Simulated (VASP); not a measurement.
Input of a VASP 6.6.1 run:

File INCAR:

```
PREC     = Accurate       # precision mode
ENCUT    = 520            # plane-wave cutoff, eV
EDIFF    = 1E-6           # SCF threshold, eV
ISMEAR   = 0              # smearing method
SIGMA    = 0.15           # smearing width, eV
LREAL    = False          # projectors in reciprocal space
LASPH    = True           # aspherical terms in the spheres
NELM     = 100            # most SCF steps
ALGO     = Fast           # electronic algorithm
ISIF     = 2              # what is computed and relaxed
LWAVE    = False          # write WAVECAR
LCHARG   = False          # write CHGCAR
GGA      = PE             # functional
NBANDS   = 13             # bands
```

KPOINTS

```
Automatic mesh
0
Gamma
  20 20 20
```

File POSCAR:

```
W
1.0
   -1.5122571057      1.6236865766      1.6236865766
    1.6236865766     -1.5122571057      1.6236865766
    1.6236865766      1.6236865766     -1.5122571057
W
1
Direct
    0.0000000000      0.0000000000      0.0000000000
```

Potentials or basis: VASP PAW PBE potentials, release 64 (W_sv).

Launch:

```bash
$ cat potpaw_PBE.64/W_sv/POTCAR > POTCAR
$ mpirun -np 1 vasp_std > vasp.out
```

(1) Estimate the band gap on the k mesh.

(2) Estimate the pressure.

## Answers

(1) zero (band 7 reaches 13.54 eV, above the bottom of band 8 at 9.60 eV).

(2) -12.8 GPa.

Caveat: spin-orbit coupling is left out, which moves the levels of the heavy elements.
